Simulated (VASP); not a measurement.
The system is Y2Si.

```
Y Si
1.0
     0.00000    4.09987    4.09987
     4.09987    0.00000    4.09987
     4.09987    4.09987    0.00000
Y Si
4 2
Direct
  0.62500 0.62500 0.62500
  0.12500 0.62500 0.62500
  0.62500 0.62500 0.12500
  0.62500 0.12500 0.62500
  0.00000 0.00000 0.00000
  0.25000 0.25000 0.25000
```

* Program: VASP 6.6.1
* Task: relaxation of cell and atoms
* Functional: PBE
* Potentials or basis: VASP PAW PBE potentials, release 64 (Y_sv, Si)
* Cutoff: 600 eV
* k mesh: 4 × 4 × 4
* Occupations: gaussian, width 0.1 eV
* Spin: no spin polarisation

At the start: pressure 7.4 GPa; volume 22.97 Å³/atom.

Q: How do energy, volume and symmetry change on relaxing?

A: Over 3 steps the energy falls by 67.7 meV/atom and the volume is 26.24 Å³/atom (+14.2 %); space group Fd-3m (No. 227, to 0.1 Å) before and after.

Step by step:
```tsv
step	energy change (eV)	largest force (eV/Å)	pressure (GPa)	volume (Å³)
1	0.0000	0.0000	7.38	137.83
2	-0.4010	0.0000	-0.64	160.03
3	-0.4062	0.0000	0.01	157.43
```

Final structure:
```
Y Si
1.0
     0.00000    4.28571    4.28571
     4.28571    0.00000    4.28571
     4.28571    4.28571    0.00000
Y Si
4 2
Direct
  0.62500 0.62500 0.62500
  0.12500 0.62500 0.62500
  0.62500 0.62500 0.12500
  0.62500 0.12500 0.62500
  0.00000 0.00000 0.00000
  0.25000 0.25000 0.25000
```
